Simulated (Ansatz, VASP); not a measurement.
## One calculation of Bi3O, two programs

The input INCAR:

```
PREC = Accurate ; ENCUT = 600
EDIFF = 1E-6 ; ISMEAR = 0
SIGMA = 0.1 ; LREAL = F
LASPH = T ; NELM = 60
ALGO = Normal ; ISIF = 3
LWAVE = F ; LCHARG = F
GGA = PE ; IBRION = 2
NSW = 100 ; EDIFFG = -0.01
```

KPOINTS

```
Automatic mesh
0
Gamma
  8 8 8
```

POSCAR

```
Bi3O
1.0
    4.9147253693      0.0000000000      0.0000000000
    0.0000000000      4.9147253693      0.0000000000
    0.0000000000      0.0000000000      4.6028048860
Bi O
3 1
Direct
    0.0000000000      0.0000000000      0.5000000000
    0.5000000000      0.0000000000      0.0000000000
    0.0000000000      0.5000000000      0.0000000000
    0.5000000000      0.5000000000      0.0000000000
```

Input for Ansatz:

```yaml
crystal:
  lattice:
    - [4.9147253693, 0.0, 0.0]
    - [0.0, 4.9147253693, 0.0]
    - [0.0, 0.0, 4.602804886]
  atoms:
    - { symbol: Bi, position: [0.0, 0.0, 0.5] }
    - { symbol: Bi, position: [0.5, 0.0, 0.0] }
    - { symbol: Bi, position: [0.0, 0.5, 0.0] }
    - { symbol: O, position: [0.5, 0.5, 0.0] }
basis:
  ecutwfc: 420
kpoints:
  mp_grid: { grid: [8, 8, 8] }
hamiltonian:
  xc: pbe
scf:
  occupations: { method: gaussian, width: 0.1 }
output:
  forces: true
  stress: true
  eigenvalues: true
  write_density: true
  write_potential: true
  elf: true
  volumetric_format: npy
relax:
  adjacent_minimum: "off"
  f_tol: 0.01
  max_steps: 80
  cell: { stress_tol: 0.05 }
```

Alike in both runs: task relaxation of cell and atoms; functional PBE; k mesh 8 × 8 × 8; occupations gaussian, width 0.1 eV; no spin polarisation.

|  | VASP | Ansatz |
| --- | --- | --- |
| version | VASP 6.6.1 | Ansatz 0.2.0 |
| potentials or method | VASP PAW PBE potentials, release 64 (Bi_d, O), cutoff 600 eV | scalar-relativistic, plane waves, PAW |
| valence electrons in the cell | 51 | 51 |

|  | VASP | Ansatz | Ansatz less VASP |
| --- | --- | --- | --- |
| gap on the k mesh at the Fermi level, each at its own relaxed structure (eV) | none | none | - |
| relaxed volume (Å³/atom) | 27.75 | 27.78 | +0.032 |
| relaxed length of the cell vector where the two differ most in proportion (Å) | 4.600 | 4.603 | +0.0034 |

A gap of «none» marks a metal or a gap that the smearing closes.

Spin-orbit coupling is off throughout.
